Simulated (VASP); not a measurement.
BN, 2 atoms in the cell. Symmetry: Cm, No. 8, monoclinic system. Conventional cell: a = 4.341 Å, b = 2.506 Å, c = 3.599 Å, α = 90.00°, β = 113.71°, γ = 90.00°. Within 1.8 Å of B (site symmetry m) lie 3 N at 1.32 to 1.51 Å. N (site symmetry m) has 3 B at 1.32 to 1.51 Å within 1.8 Å.  This cell differs from its parent crystal: all B atoms moved +0.125 Å, as atom 1 towards its neighbour atom 2 (N) at 1.447 Å.

- Program: VASP 6.6.1
- Task: single point
- Functional: PBE
- Dispersion: D3(BJ)
- Potentials or basis: VASP PAW PBE potentials, release 64 (B, N)
- Cutoff: 600 eV
- k mesh: 12 × 12 × 12
- Occupations: gaussian, width 0.05 eV
- Spin: no spin polarisation
- Dipole correction: no
- Further INCAR settings: ALGO = Normal; EDIFF = 1e-06; NBANDS = 11

Potentials or basis: VASP PAW PBE potentials, release 64 (B, N).

Command:

```console
$ cat potpaw_PBE.64/B/POTCAR potpaw_PBE.64/N/POTCAR > POTCAR
$ mpirun -np 1 vasp_std > vasp.out
```

Hardware: 1 thread of Intel Xeon 6975P-C, on a shared host.

Task: How long does it take, and how much memory?

Result: Wall time 2.6 min on 1 thread of Intel Xeon 6975P-C, with other jobs on the host, peak memory 0.26 GiB. Counts: scf iterations 13, k points 476.
